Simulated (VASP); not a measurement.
# SiB4N (F-43m) in VASP: further runs

SiB4N is run at these levels: PBE; tasks: single point, relaxation of cell and atoms.

Program: VASP 6.6.1. These are calculated values, not measurements. Logs are shortened: lines on timing, memory, paths and dates and some standing lists are left out, and cuts for length are marked.

### Step 1. The cell of the first run

It takes space group F-43m (No. 216, cubic). Conventional cell: a = 5.590 Å, b = 5.590 Å, c = 5.590 Å, α = 90.00°, β = 90.00°, γ = 90.00°. Si (site symmetry -43m) has 12 B at 2.32 Å and 4 N at 2.42 Å within 3.1 Å. B (site symmetry 3m) has 6 B at 1.96 to 1.99 Å and 3 N at 2.32 Å and 3 Si at 2.32 Å within 2.6 Å. N (site symmetry -43m) has 12 B at 2.32 Å and 4 Si at 2.42 Å within 3.1 Å.

The cell was built from a structure type or drawn by symmetry, and may not be a known phase.

### Step 2. Single point, PBE

INCAR reads:

```
PREC = Accurate
ENCUT = 520
EDIFF = 1E-6
ISMEAR = 0
SIGMA = 0.1
LREAL = F
LASPH = T
NELM = 100
ALGO = Normal
ISIF = 2
LWAVE = F
LCHARG = T
GGA = PE
LELF = T
LVHAR = T
NBANDS = 20
```

KPOINTS reads:

```
Automatic mesh
0
Gamma
  6 6 6
```

POSCAR reads:

```
SiB4N
1.0
    0.0000000000      2.7949432004      2.7949432004
    2.7949432004      0.0000000000      2.7949432004
    2.7949432004      2.7949432004      0.0000000000
Si B N
1 4 1
Direct
    0.0000000000      0.0000000000      0.0000000000
    0.8727565781      0.3757478073      0.3757478073
    0.3757478073      0.3757478073      0.3757478073
    0.3757478073      0.8727565781      0.3757478073
    0.3757478073      0.3757478073      0.8727565781
    0.7500000000      0.7500000000      0.7500000000
```

Potentials or basis: VASP PAW PBE potentials, release 64 (Si, B, N).

Command:

```sh
$ cat potpaw_PBE.64/Si/POTCAR potpaw_PBE.64/B/POTCAR potpaw_PBE.64/N/POTCAR > POTCAR
$ mpirun -np 1 vasp_std > vasp.out
```

OUTCAR:

```text
PREC = Accurate
   ENCUT = 520
   EDIFF = 1E-6
   ISMEAR = 0
   LREAL = F
   LASPH = T
   NELM = 100
   ISIF = 2
   GGA = PE

 ion  position               nearest neighbor table
   1  0.000  0.000  0.000-   2 2.32   4 2.32   2 2.32   5 2.32   4 2.32   5 2.32   3 2.32   3 2.32
                             3 2.32   2 2.32   4 2.32   5 2.32   6 2.42   6 2.42   6 2.42   6 2.42
   2  0.873  0.376  0.376-   3 1.96   4 1.96   5 1.96   3 1.99   5 1.99   4 1.99   1 2.32   1 2.32
                             1 2.32
   3  0.376  0.376  0.376-   2 1.96   4 1.96   5 1.96   5 1.99   4 1.99   2 1.99   1 2.32   1 2.32
                             1 2.32
   4  0.376  0.873  0.376-   2 1.96   3 1.96   5 1.96   5 1.99   3 1.99   2 1.99   1 2.32   1 2.32
                             1 2.32
   5  0.376  0.376  0.873-   2 1.96   3 1.96   4 1.96   3 1.99   4 1.99   2 1.99   1 2.32   1 2.32
                             1 2.32
   6  0.750  0.750  0.750-   1 2.42   1 2.42   1 2.42   1 2.42

  LATTYP: Found a face centered cubic cell.
 ALAT       =     5.5898864008

  Lattice vectors:

 A1 = (   0.0000000000,   2.7949432004,   2.7949432004)
 A2 = (   2.7949432004,   0.0000000000,   2.7949432004)
 A3 = (   2.7949432004,   2.7949432004,   0.0000000000)

Analysis of symmetry for initial positions (statically):
=====================================================================
 Subroutine PRICEL returns:
 Original cell was already a primitive cell.

 Routine SETGRP: Setting up the symmetry group for a
 face centered cubic supercell.

 Subroutine GETGRP returns: Found 24 space group operations
 (whereof 24 operations were pure point group operations)
 out of a pool of 48 trial point group operations.

The static configuration has the point symmetry T_d .

Analysis of symmetry for dynamics (positions and initial velocities):
=====================================================================
 Subroutine PRICEL returns:
 Original cell was already a primitive cell.

 Routine SETGRP: Setting up the symmetry group for a
 face centered cubic supercell.

 Subroutine GETGRP returns: Found 24 space group operations
 (whereof 24 operations were pure point group operations)
 out of a pool of 48 trial point group operations.

The dynamic configuration has the point symmetry T_d .

 Subroutine INISYM returns: Found 24 space group operations
 (whereof 24 operations are pure point group operations),
 and found     1 'primitive' translations

----------------------------------------------------------------------------------------

                                     Primitive cell

  volume of cell :      43.6666

  direct lattice vectors                    reciprocal lattice vectors
     0.000000000  2.794943200  2.794943200    -0.178894512  0.178894512  0.178894512
     2.794943200  0.000000000  2.794943200     0.178894512 -0.178894512  0.178894512
     2.794943200  2.794943200  0.000000000     0.178894512  0.178894512 -0.178894512

  length of vectors
     3.952646580  3.952646580  3.952646580     0.309854384  0.309854384  0.309854384

  position of ions in fractional coordinates (direct lattice)
     0.000000000  0.000000000  0.000000000
     0.872756578  0.375747807  0.375747807
     0.375747807  0.375747807  0.375747807
     0.375747807  0.872756578  0.375747807
     0.375747807  0.375747807  0.872756578
     0.750000000  0.750000000  0.750000000

  ion indices of the primitive-cell ions
   primitive index   ion index
                 1           1
                 2           2
                 3           3
                 4           4
                 5           5
                 6           6

----------------------------------------------------------------------------------------

 KPOINTS: Automatic mesh

Automatic generation of k-mesh.
 Grid dimensions read from file:
 generate k-points for:    6    6    6

 Generating k-lattice:

  Cartesian coordinates                     Fractional coordinates (reciprocal lattice)
    -0.029815752  0.029815752  0.029815752     0.166666667  0.000000000  0.000000000
     0.029815752 -0.029815752  0.029815752     0.000000000  0.166666667  0.000000000
     0.029815752  0.029815752 -0.029815752     0.000000000  0.000000000  0.166666667

  Length of vectors
     0.051642397  0.051642397  0.051642397

  Shift w.r.t. Gamma in fractional coordinates (k-lattice)
     0.000000000  0.000000000  0.000000000

 Subroutine IBZKPT returns following result:
 ===========================================

 Found     16 irreducible k-points:

 Following reciprocal coordinates:
            Coordinates               Weight
  0.000000  0.000000  0.000000      1.000000
  0.166667  0.000000  0.000000      8.000000
  0.333333  0.000000  0.000000      8.000000
  0.500000  0.000000  0.000000      4.000000
  0.166667  0.166667  0.000000      6.000000
  0.333333  0.166667  0.000000     24.000000
[... 8 lines left out ...]
 -0.333333  0.333333  0.166667     24.000000
 -0.333333  0.500000  0.166667     12.000000
   k-points           NKPTS =     16   k-points in BZ     NKDIM =     16   number of bands    NBANDS=     20
   number of dos      NEDOS =    301   number of ions     NIONS =      6
   total plane-waves  NPLWV =  27000
   dimension x,y,z NGX =    30 NGY =   30 NGZ =   30
   dimension x,y,z NGXF=    60 NGYF=   60 NGZF=   60
   ions per type =               1   4   1
   NGX,Y,Z   is equivalent  to a cutoff of  12.62, 12.62, 12.62 a.u.
   NGXF,Y,Z  is equivalent  to a cutoff of  25.24, 25.24, 25.24 a.u.
 SYSTEM =  unknown system
   PREC   = accura    normal or accurate (medium, high low for compatibility)
   ISTART =      0    job   : 0-new  1-cont  2-samecut
   ICHARG =      2    charge: 1-file 2-atom 10-const
   ISPIN  =      1    spin polarized calculation?
   LNONCOLLINEAR =      F non collinear calculations
   LSORBIT =      F    spin-orbit coupling
   LASPH  =      T    aspherical Exc in radial PAW
   ENCUT  =  520.0 eV  38.22 Ry    6.18 a.u.   7.35  7.35  7.35*2*pi/ulx,y,z
   NELM   =    100;   NELMIN=  2; NELMDL= -5     # of ELM steps
   EDIFF  = 0.1E-05   stopping-criterion for ELM
   LREAL  =      F    real-space projection
   EDIFFG = 0.1E-04   stopping-criterion for IOM
   NSW    =      0    number of steps for IOM
   IBRION =     -1    ionic relax: 0-MD 1-quasi-New 2-CG
   NFREE  =      0    steps in history (QN), initial steepest desc. (CG)
   ISIF   =      2    stress and relaxation
   ISYM   =      2    0-nonsym 1-usesym 2-fastsym
   POTIM  = 0.5000    time-step for ionic-motion
   TEBEG  =    0.0;   TEEND  =   0.0 temperature during run
   PSTRESS=    0.0 pullay stress
   NELECT =      21.0000    total number of electrons
   NUPDOWN=      -1.0000    fix difference up-down
   EMIN   =  10.00;   EMAX   =-10.00  energy-range for DOS
   EFERMI =   0.00;   METHOD = LEGACY
   ISMEAR =     0;   SIGMA  =   0.10  broadening in eV -4-tet -1-fermi 0-gaus
   EFERMI_NEDOS =   21; number of points for ismear=-14 and -15
   IALGO  =     38    algorithm
   IMIX   =      4    mixing-type and parameters
     AMIX     =   0.40;   BMIX     =  1.00
     AMIX_MAG =   1.60;   BMIX_MAG =  1.00
  volume/ion in A,a.u.               =       7.28        49.11
  Fermi-wavevector in a.u.,A,eV,Ry     =   1.282621  2.423802 22.383164  1.645116
  Thomas-Fermi vector in A             =   2.414922
   LORBIT       =      0    0 simple, 1 ext, 2 COOP (PROOUT), +10 PAW based schemes
   GGA     = PE    functional components
   LHFCALC =     F    Hartree Fock is set to
   AEXX    =    0.0000 exact exchange contribution
   IVDW    =     0    specifies the selected vdW correction
   LEPSILON=     F    determine dielectric tensor
   LRPA    =     F    only Hartree local field effects (RPA)
 non-spin polarized calculation
 Gauss-broadening in eV      SIGMA  =   0.10
  energy-cutoff  :      520.00
  volume of cell :       43.67
 maximum number of plane-waves:      1243
 NGX is ok and might be reduce to    30
   NGX = 15   NGY = 15   NGZ = 15

 number of electron      21.0000001 magnetization

 Free energy of the ion-electron system (eV)
  ---------------------------------------------------
  ext. energy  EPLUGINS =         0.00000000
  ---------------------------------------------------
  free energy    TOTEN  =       -30.13812851 eV

  energy without entropy =      -30.11838803  energy(sigma->0) =      -30.12825827

 E-fermi :   9.9812     XC(G=0): -12.6139

 val. band max:        9.9768469340   @ k =  -0.1667   0.1667   0.0000
 cond. band min:       9.9934926392   @ k =   0.5000   0.1667   0.0000
 fundamental gap:      0.0166457052
 Fermi energy:         9.9812451096

 k-point     1 :       0.0000    0.0000    0.0000
  band No.  band energies     occupation
      1      -8.5788      2.00000
      2      -0.8980      2.00000
      3       1.7810      2.00000
      4       3.1018      2.00000
      5       3.1018      2.00000
      6       3.1018      2.00000
[... 12 lines left out ...]
     19      20.7171      0.00000
     20      20.7171      0.00000

 k-point     2 :       0.1667    0.0000    0.0000
  band No.  band energies     occupation
      1      -8.2706      2.00000
      2      -1.5709      2.00000
      3       1.0208      2.00000
      4       2.5937      2.00000
      5       2.9118      2.00000
      6       2.9118      2.00000
[... 12 lines left out ...]
     19      19.7100      0.00000
     20      19.7100      0.00000
[... 281 lines left out ...]
      3      -1.9897      2.00000
      4      -1.1714      2.00000
      5       2.9613      2.00000
      6       3.4947      2.00000
[... 12 lines left out ...]
     19      17.8437      0.00000
     20      18.7451      0.00000

 k-point    16 :      -0.3333    0.5000    0.1667
  band No.  band energies     occupation
      1      -5.7482      2.00000
      2      -3.1221      2.00000
      3      -2.8289      2.00000
      4      -1.6698      2.00000
      5       2.2536      2.00000
      6       3.2755      2.00000
[... 12 lines left out ...]
     19      18.3229      0.00000
     20      18.5853      0.00000

------------------------ aborting loop because EDIFF is reached ----------------------------------------

  FORCE on cell =-STRESS in cart. coord.  units (eV):
  Direction    XX          YY          ZZ          XY          YZ          ZX
  --------------------------------------------------------------------------------------
  -------------------------------------------------------------------------------------
  Total       -0.1216943     -0.1216943     -0.1216943      0.0000000     -0.0000000      0.0000000
  in kB       -4.4651052     -4.4651052     -4.4651052      0.0000000     -0.0000000      0.0000000
  external PRESSURE =      -4.4651052 kB  Pullay stress =       0.0000000 kB

 VOLUME and BASIS-vectors are now :
 -----------------------------------------------------------------------------
  energy-cutoff  :      520.00
  volume of cell :       43.67
      direct lattice vectors                 reciprocal lattice vectors
     0.000000000  2.794943200  2.794943200    -0.178894512  0.178894512  0.178894512
     2.794943200  0.000000000  2.794943200     0.178894512 -0.178894512  0.178894512
     2.794943200  2.794943200  0.000000000     0.178894512  0.178894512 -0.178894512

 POSITION                                       TOTAL-FORCE (eV/Angst)
 -----------------------------------------------------------------------------------
      0.00000      0.00000      0.00000         0.000000      0.000000      0.000000
      2.10039      3.48950      3.48950        -0.004281      0.004281      0.004281
      2.10039      2.10039      2.10039        -0.004281     -0.004281     -0.004281
      3.48950      2.10039      3.48950         0.004281     -0.004281      0.004281
      3.48950      3.48950      2.10039         0.004281      0.004281     -0.004281
      4.19241      4.19241      4.19241         0.000000      0.000000      0.000000
 -----------------------------------------------------------------------------------
    total drift:                                0.000000      0.000000     -0.000000

  FREE ENERGIE OF THE ION-ELECTRON SYSTEM (eV)
  ---------------------------------------------------
  free  energy   TOTEN  =       -30.1381285078 eV

  energy  without entropy=      -30.1183880302  energy(sigma->0) =      -30.12825827
```

Run time: 19 s. Hardware: 1 thread of Intel Xeon Platinum 8488C (Sapphire Rapids), shared host; peak memory 0.16 GiB.

What came out:

- Free energy: -30.1381 eV
- Pressure: -0.4 GPa
- Largest force: 0.007 eV/Å
- Band gap on the k mesh: zero (an odd number of electrons rules out a gap without spin polarisation)

Forces in eV/Å, atoms in the order of the input:
```
Si   0.000  0.000  0.000
B   -0.004  0.004  0.004
B   -0.004 -0.004 -0.004
B    0.004 -0.004  0.004
B    0.004  0.004 -0.004
N    0.000  0.000  0.000
```

### Step 3. Relaxation of cell and atoms, PBE

This run uses another cell than the first one, of 9.42 Å³/atom.

INCAR reads:

```
SYSTEM = SiB4N
PREC     = Accurate       ! precision mode
ENCUT    = 600            ! plane-wave cutoff, eV
EDIFF    = 1E-6           ! SCF threshold, eV
ISMEAR   = 0              ! smearing method
SIGMA    = 0.1            ! smearing width, eV
LREAL    = .FALSE.        ! projectors in reciprocal space
LASPH    = .TRUE.         ! aspherical terms in the spheres
NELM     = 80             ! most SCF steps
ALGO     = Normal         ! electronic algorithm
ISIF     = 3              ! what is computed and relaxed
LWAVE    = .FALSE.        ! write WAVECAR
LCHARG   = .FALSE.        ! write CHGCAR
GGA      = PE             ! functional
IBRION   = 2              ! ionic algorithm
NSW      = 90             ! ionic steps
EDIFFG   = -0.04          ! ionic threshold
```

KPOINTS reads:

```
Automatic mesh
0
G
  6 6 6
  0 0 0
```

POSCAR reads:

```
SiB4N
1.0
    0.0000000000      3.0455592600      3.0455592600
    3.0455592600      0.0000000000      3.0455592600
    3.0455592600      3.0455592600      0.0000000000
Si B N
1 4 1
Direct
    0.0000000000      0.0000000000      0.0000000000
    0.8749721900      0.3750092700      0.3750092700
    0.3750092700      0.3750092700      0.3750092700
    0.3750092700      0.8749721900      0.3750092700
    0.3750092700      0.3750092700      0.8749721900
    0.7500000000      0.7500000000      0.7500000000
```

Potentials or basis: VASP PAW PBE potentials, release 64 (Si, B, N).

Command:

```sh
$ cat potpaw_PBE.64/Si/POTCAR potpaw_PBE.64/B/POTCAR potpaw_PBE.64/N/POTCAR > POTCAR
$ mpirun -np 1 vasp_std > vasp.out
```

Run time: 44 s. Hardware: 1 thread of Intel Xeon Platinum 8488C (Sapphire Rapids), shared host; peak memory 0.21 GiB.

The run converged. Its results:

```
Free energy                           : -30.1497 eV
Relaxed volume                        : 7.26 Å³/atom
Relaxed cell                          : a = 3.950 Å, b = 3.950 Å, c = 3.950 Å, α = 60.00°, β = 60.00°, γ = 60.00°
Space group after relaxing (to 0.1 Å) : F-43m (No. 216)
Energy gained by relaxing             : 245.5 meV/atom
Ionic steps                           : 3
Pressure after relaxing               : -0.1 GPa
```

Step by step:
```
step  energy change (eV)  largest force (eV/Å)  pressure (GPa)  volume (Å³)
   1              0.0000                0.2246          -28.55        56.50
   2             -1.4717                0.0196           -1.30        43.86
   3             -1.4729                0.0312           -0.10        43.58
```

Final structure:
```
Si B N
1.0
     0.00000    2.79315    2.79315
     2.79315    0.00000    2.79315
     2.79315    2.79315    0.00000
Si B N
1 4 1
Direct
  0.00000 0.00000 0.00000
  0.87181 0.37606 0.37606
  0.37606 0.37606 0.37606
  0.37606 0.87181 0.37606
  0.37606 0.37606 0.87181
  0.75000 0.75000 0.75000
```

Levels at points of the mesh, in eV from the Fermi level:
```
           k point  band 9  band 10  band 11  band 12  band 13  band 14
(0.00, 0.00, 0.00)   -4.30    -2.35    -2.35    -1.47    -0.64    -0.64
(0.50, 0.00, 0.00)   -1.44    -0.04    -0.04     1.14     2.21     2.21
(0.50, 0.50, 0.00)   -0.15    -0.15     1.41     2.55     2.57     2.65
```

Caveat: the volume moved by over 15 % at a fixed basis, so the end points are rough; the highest band is partly filled, so the run has too few bands.
